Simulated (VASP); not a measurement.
# CdI2 (P-3m1) in VASP: notebook, part 2 of 2

VASP 6.6.1. The steps go on from the part before.

## Step 5: Single point, PBE+D3(BJ) (strain -0.050 along x and y, -0.050 along z)

The input, INCAR:

```
ALGO = Normal
EDIFF = 1E-6
ENCUT = 500
GGA = PE
GGA_COMPAT = F
ISIF = 2
ISMEAR = 0
IVDW = 12
LASPH = T
LCHARG = T
LELF = T
LREAL = F
LVHAR = T
LWAVE = F
NBANDS = 20
NELM = 120
PREC = Accurate
SIGMA = 0.05
```

The input, KPOINTS:

```
k-points
0
Gamma
  9 9 4
```

The input, POSCAR:

```
CdI2
1.0
    4.0317992540      0.0000000000      0.0000000000
   -2.0158996270      3.4916405769      0.0000000000
    0.0000000000      0.0000000000      6.5160500000
Cd I
1 2
Direct
    0.0000000000      0.0000000000      0.0000000000
    0.3333333333      0.6666666667      0.2492000000
    0.6666666667      0.3333333333      0.7508000000
```

Potentials or basis: VASP PAW PBE potentials, release 64 (Cd, I).

On the command line:

```bash
$ cat potpaw_PBE.64/Cd/POTCAR potpaw_PBE.64/I/POTCAR > POTCAR
$ mpirun -np 1 vasp_std > vasp.out
```

OUTCAR:

```text
EDIFF = 1E-6
   ENCUT = 500
   GGA = PE
   ISIF = 2
   ISMEAR = 0
   IVDW = 12
   LASPH = T
   LREAL = F
   NELM = 120
   PREC = Accurate
 IVDW          = 12

 ion  position               nearest neighbor table
   1  0.000  0.000  0.000-   2 2.84   3 2.84   2 2.84   3 2.84   3 2.84   2 2.84
   2  0.333  0.667  0.249-   1 2.84   1 2.84   1 2.84
   3  0.667  0.333  0.751-   1 2.84   1 2.84   1 2.84

  LATTYP: Found a hexagonal cell.
 ALAT       =     4.0317992540
 C/A-ratio  =     1.6161642953

  Lattice vectors:

 A1 = (   4.0317992540,   0.0000000000,   0.0000000000)
 A2 = (  -2.0158996270,   3.4916405769,   0.0000000000)
 A3 = (   0.0000000000,   0.0000000000,   6.5160500000)

Analysis of symmetry for initial positions (statically):
=====================================================================
 Subroutine PRICEL returns:
 Original cell was already a primitive cell.

 Routine SETGRP: Setting up the symmetry group for a
 hexagonal supercell.

 Subroutine GETGRP returns: Found 12 space group operations
 (whereof 12 operations were pure point group operations)
 out of a pool of 24 trial point group operations.

The static configuration has the point symmetry D_3d.

Analysis of symmetry for dynamics (positions and initial velocities):
=====================================================================
 Subroutine PRICEL returns:
 Original cell was already a primitive cell.

 Routine SETGRP: Setting up the symmetry group for a
 hexagonal supercell.

 Subroutine GETGRP returns: Found 12 space group operations
 (whereof 12 operations were pure point group operations)
 out of a pool of 24 trial point group operations.

The dynamic configuration has the point symmetry D_3d.

 Subroutine INISYM returns: Found 12 space group operations
 (whereof 12 operations are pure point group operations),
 and found     1 'primitive' translations

[... 113 lines left out ...]
   IALGO  =     38    algorithm
   IMIX   =      4    mixing-type and parameters
     AMIX     =   0.40;   BMIX     =  1.00
     AMIX_MAG =   1.60;   BMIX_MAG =  1.00
  volume/ion in A,a.u.               =      30.58       206.34
  Fermi-wavevector in a.u.,A,eV,Ry     =   1.075379  2.032172 15.734330  1.156441
  Thomas-Fermi vector in A             =   2.211234
   LORBIT       =      0    0 simple, 1 ext, 2 COOP (PROOUT), +10 PAW based schemes
   GGA     = PE    functional components
   LHFCALC =     F    Hartree Fock is set to
   AEXX    =    0.0000 exact exchange contribution
   IVDW    =    12    specifies the selected vdW correction
   LEPSILON=     F    determine dielectric tensor
   LRPA    =     F    only Hartree local field effects (RPA)
 non-spin polarized calculation
 Gauss-broadening in eV      SIGMA  =   0.05
  energy-cutoff  :      500.00
  volume of cell :       91.73
 maximum number of plane-waves:      2364
 NGX is ok and might be reduce to    30
   NGX = 15   NGY = 15   NGZ = 23

 number of electron      26.0000002 magnetization

 Free energy of the ion-electron system (eV)
  ---------------------------------------------------
  ext. energy  EPLUGINS =         0.00000000
  ---------------------------------------------------
  free energy    TOTEN  =        -4.95042558 eV

  energy without entropy =       -4.95042558  energy(sigma->0) =       -4.95042558

 E-fermi :   3.9574     XC(G=0):  -9.2790

 val. band max:        3.6944942716   @ k =   0.1111  -0.0000   0.2500
 cond. band min:       6.1544319475   @ k =   0.0000   0.4444   0.2500
 fundamental gap:      2.4599376759
 Fermi energy:         3.9574168747

 k-point     1 :       0.0000    0.0000    0.0000
  band No.  band energies     occupation
      1      -9.3625      2.00000
      2      -8.2806      2.00000
      3      -4.4108      2.00000
      4      -4.4108      2.00000
      5      -4.2549      2.00000
      6      -4.0893      2.00000
[... 541 lines left out ...]
     19      11.5670      0.00000
     20      12.6603      0.00000

 [... further k-points ...]

------------------------ aborting loop because EDIFF is reached ----------------------------------------

 Edisp (eV)   -1.17029

 E8    (eV) :    -0.5242

  FORCE on cell =-STRESS in cart. coord.  units (eV):
  Direction    XX          YY          ZZ          XY          YZ          ZX
  --------------------------------------------------------------------------------------
  -------------------------------------------------------------------------------------
  Total       4.79763     4.79763     4.69990     0.00000     0.00000     0.00000
  in kB      83.79624    83.79624    82.08931     0.00000     0.00000     0.00000
  external pressure =       83.23 kB  Pullay stress =        0.00 kB

 VOLUME and BASIS-vectors are now :
 -----------------------------------------------------------------------------
  energy-cutoff  :      500.00
  volume of cell :       91.73
      direct lattice vectors                 reciprocal lattice vectors
     4.031799254  0.000000000  0.000000000     0.248028222  0.143199161  0.000000000
    -2.015899627  3.491640577  0.000000000     0.000000000  0.286398321  0.000000000
     0.000000000  0.000000000  6.516050000     0.000000000  0.000000000  0.153467208

 POSITION                                       TOTAL-FORCE (eV/Angst)
 -----------------------------------------------------------------------------------
      0.00000      0.00000      0.00000        -0.000000      0.000000     -0.000000
     -0.00000      2.32776      1.62380         0.000000      0.000000      1.278970
      2.01590      1.16388      4.89225        -0.000000      0.000000     -1.278970
 -----------------------------------------------------------------------------------
    total drift:                                0.000000     -0.000000      0.000000

  FREE ENERGIE OF THE ION-ELECTRON SYSTEM (eV)
  ---------------------------------------------------
  free  energy   TOTEN  =        -6.1207163398 eV

  energy  without entropy=       -6.1207163398  energy(sigma->0) =       -6.12071634
```

Wall time 57 s (1 thread of Intel Xeon Platinum 8375C at 2.90GHz (Ice Lake), shared host); peak memory 0.25 GiB.

Results:

| Item | Value |
| --- | --- |
| Free energy | -6.1207 eV |
| Pressure | 8.3 GPa |
| Largest force | 1.279 eV/Å |
| Band gap on the k mesh | 2.46 eV (least direct gap 2.85 eV) |
| Dispersion energy per atom | -0.390 eV |

Forces on the atoms (eV/Å):
```
Cd   0.000  0.000  0.000
I    0.000  0.000  1.279
I    0.000  0.000 -1.279
```

Levels at points of the mesh, in eV from the valence-band top:
```
           k point  band 11  band 12  band 13  band 14  band 15  band 16
(0.00, 0.00, 0.00)    -0.24    -0.22    -0.22     3.04     4.27     6.29
(0.00, 0.00, 0.50)    -0.64    -0.02    -0.02     4.31     4.45     6.03
```

Caveat: the cell differs from its parent crystal (strain -0.050 along x and y, -0.050 along z); the cell stands under pressure; spin-orbit coupling is left out, which moves the levels of the heavy elements; an odd mesh through Γ misses points on the zone boundary, where band edges can lie; forces of over 1 eV/Å act on the atoms, so gaps and moduli don't describe the material at rest.

## Step 6: Single point, PBE+D3(BJ) (strain -0.050 along x and y, -0.025 along z)

The input, INCAR:

```
PREC = Accurate ; ENCUT = 500
EDIFF = 1E-6 ; ISMEAR = 0
SIGMA = 0.05 ; LREAL = False
LASPH = True ; NELM = 120
ALGO = Normal ; ISIF = 2
LWAVE = False ; LCHARG = False
GGA = PE ; IVDW = 12
NBANDS = 20 ; GGA_COMPAT = False
```

The input, KPOINTS:

```
Automatic mesh
0
Gamma
  9 9 4
```

Edit POSCAR of step 5 so:

```diff
@@ -4,3 +4,3 @@
    -2.0158996270      3.4916405769      0.0000000000
-    0.0000000000      0.0000000000      6.5160500000
+    0.0000000000      0.0000000000      6.6875250000
 Cd I
```

Potentials or basis: VASP PAW PBE potentials, release 64 (Cd, I).

On the command line:

```bash
$ cat potpaw_PBE.64/Cd/POTCAR potpaw_PBE.64/I/POTCAR > POTCAR
$ mpirun -np 1 vasp_std > vasp.out
```

OUTCAR:

```text
PREC = Accurate
   ENCUT = 500
   EDIFF = 1E-6
   ISMEAR = 0
   LREAL = False
   LASPH = True
   NELM = 120
   ISIF = 2
   GGA = PE
   IVDW = 12
 IVDW          = 12

 ion  position               nearest neighbor table
   1  0.000  0.000  0.000-   2 2.86   3 2.86   2 2.86   3 2.86   3 2.86   2 2.86
   2  0.333  0.667  0.249-   1 2.86   1 2.86   1 2.86
   3  0.667  0.333  0.751-   1 2.86   1 2.86   1 2.86

  LATTYP: Found a hexagonal cell.
 ALAT       =     4.0317992540
 C/A-ratio  =     1.6586949346

  Lattice vectors:

[... 743 lines left out ...]

 Edisp (eV)   -1.14068

 E8    (eV) :    -0.5113

  FORCE on cell =-STRESS in cart. coord.  units (eV):
  Direction    XX          YY          ZZ          XY          YZ          ZX
  --------------------------------------------------------------------------------------
  -------------------------------------------------------------------------------------
  Total       4.05196     4.05196     3.57243     0.00000     0.00000    -0.00000
  in kB      68.95756    68.95756    60.79676     0.00000     0.00000    -0.00000
  external pressure =       66.24 kB  Pullay stress =        0.00 kB

 VOLUME and BASIS-vectors are now :
 -----------------------------------------------------------------------------
  energy-cutoff  :      500.00
  volume of cell :       94.14
      direct lattice vectors                 reciprocal lattice vectors
     4.031799254  0.000000000  0.000000000     0.248028222  0.143199161  0.000000000
    -2.015899627  3.491640577  0.000000000     0.000000000  0.286398321  0.000000000
     0.000000000  0.000000000  6.687525000     0.000000000  0.000000000  0.149532151

 POSITION                                       TOTAL-FORCE (eV/Angst)
 -----------------------------------------------------------------------------------
      0.00000      0.00000      0.00000         0.000000      0.000000      0.000000
     -0.00000      2.32776      1.66653         0.000000     -0.000000      0.999837
      2.01590      1.16388      5.02099        -0.000000      0.000000     -0.999837
 -----------------------------------------------------------------------------------
    total drift:                                0.000000     -0.000000      0.000000

  FREE ENERGIE OF THE ION-ELECTRON SYSTEM (eV)
  ---------------------------------------------------
  free  energy   TOTEN  =        -6.2280907918 eV

  energy  without entropy=       -6.2280907918  energy(sigma->0) =       -6.22809079
```

OSZICAR:

```text
N       E                     dE             d eps       ncg     rms          rms(c)
DAV:   1     0.161408879306E+03    0.16141E+03   -0.11545E+04  1728   0.110E+03
DAV:   2     0.379993558328E+01   -0.15761E+03   -0.15174E+03  2024   0.252E+02
DAV:   3    -0.523362789079E+01   -0.90336E+01   -0.90024E+01  2104   0.606E+01
DAV:   4    -0.536892718722E+01   -0.13530E+00   -0.13528E+00  2268   0.714E+00
DAV:   5    -0.537031667308E+01   -0.13895E-02   -0.13895E-02  2072   0.679E-01    0.890E+00
DAV:   6    -0.510759200891E+01    0.26272E+00   -0.49647E-01  1876   0.821E+00    0.691E+00
DAV:   7    -0.509113684343E+01    0.16455E-01   -0.25756E-01  1956   0.336E+00    0.173E+00
DAV:   8    -0.508761668051E+01    0.35202E-02   -0.43442E-02  1876   0.237E+00    0.602E-01
DAV:   9    -0.508734418106E+01    0.27250E-03   -0.29419E-03  2000   0.499E-01    0.246E-01
DAV:  10    -0.508740059385E+01   -0.56413E-04   -0.26099E-04  1924   0.979E-02    0.556E-02
DAV:  11    -0.508740364868E+01   -0.30548E-05   -0.10912E-05  2104   0.320E-02    0.192E-02
DAV:  12    -0.508740685806E+01   -0.32094E-05   -0.31884E-06  1884   0.146E-02    0.841E-03
DAV:  13    -0.508740717338E+01   -0.31532E-06   -0.41677E-07  1528   0.464E-03
   1 F= -.62280908E+01 E0= -.62280908E+01  d E =-.571007E-11
```

Wall time 61 s (1 thread of Intel Xeon Platinum 8375C at 2.90GHz (Ice Lake), shared host); peak memory 0.25 GiB.

Results:

```
Free energy                : -6.2281 eV
Pressure                   : 6.6 GPa
Largest force              : 1.000 eV/Å
Band gap on the k mesh     : 2.39 eV (least direct gap 2.80 eV)
Dispersion energy per atom : -0.380 eV
```

Forces in eV/Å, atoms in the order of the input:
```
Cd   0.000  0.000  0.000
I    0.000  0.000  1.000
I    0.000  0.000 -1.000
```

Caveat: the cell differs from its parent crystal (strain -0.050 along x and y, -0.025 along z); the cell stands under pressure; spin-orbit coupling is left out, which moves the levels of the heavy elements; an odd mesh through Γ misses points on the zone boundary, where band edges can lie.

## Step 7: The runs side by side

| cell | gap on the mesh (eV) | pressure (GPa) | largest force (eV/Å) |
| --- | --- | --- | --- |
| a = 4.350, b = 4.350, c = 7.202 Å, angles 90.0, 90.0, 120.0°, 3 atoms | 2.17 | -2.3 | 0.39 |
| a = 4.456, b = 4.456, c = 7.030 Å, angles 90.0, 90.0, 120.0°, 3 atoms | 2.04 | -2.8 | 0.38 |
| a = 4.456, b = 4.456, c = 7.202 Å, angles 90.0, 90.0, 120.0°, 3 atoms | 2.03 | -3.2 | 0.52 |
| a = 4.032, b = 4.032, c = 6.516 Å, angles 90.0, 90.0, 120.0°, 3 atoms | 2.46 | 8.3 | 1.28 |
| a = 4.032, b = 4.032, c = 6.688 Å, angles 90.0, 90.0, 120.0°, 3 atoms | 2.39 | 6.6 | 1.00 |

Alike in all rows: task single point; level PBE+D3(BJ); potentials or basis VASP PAW PBE potentials, release 64 (Cd, I); no spin polarisation; k mesh 9 × 9 × 4; cutoff (eV) 500; smearing gaussian 0.05 eV.

Caveats: spin-orbit coupling is left out, which moves the levels of the heavy elements; an odd mesh through Γ misses points on the zone boundary, where band edges can lie; the cell stands under pressure (at least some runs); the cell stands under tension (at least some runs); forces of over 1 eV/Å act on the atoms, so gaps and moduli don't describe the material at rest (at least some runs).

Absolute energies hang on the potentials; compare differences alone.
